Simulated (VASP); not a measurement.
A run of VASP 6.6.1 is set up as follows.

INCAR

```
SYSTEM = Al
ALGO = Normal
EDIFF = 1E-6
ENCUT = 520
GGA = PE
ISIF = 2
ISMEAR = -1
LASPH = .True.
LCHARG = .True.
LELF = .True.
LREAL = .False.
LVHAR = .True.
LWAVE = .False.
NBANDS = 8
NELM = 60
PREC = Accurate
SIGMA = 0.1
```

The input KPOINTS:

```
k-points
0
Gamma
  18 18 18
  0 0 0
```

File POSCAR:

```
Al
1.0
   -1.2211354462      1.2211354462      1.2211354462
    1.2211354462     -1.2211354462      1.2211354462
    1.2211354462      1.2211354462     -1.2211354462
Al
1
Direct
    0.0000000000      0.0000000000      0.0000000000
```

Potentials or basis: VASP PAW PBE potentials, release 64 (Al).

Launch:

```console
$ cat potpaw_PBE.64/Al/POTCAR > POTCAR
$ mpirun -np 1 vasp_std > vasp.out
```

Problem. What does it give for the pressure?

Solution. 333.1 GPa.
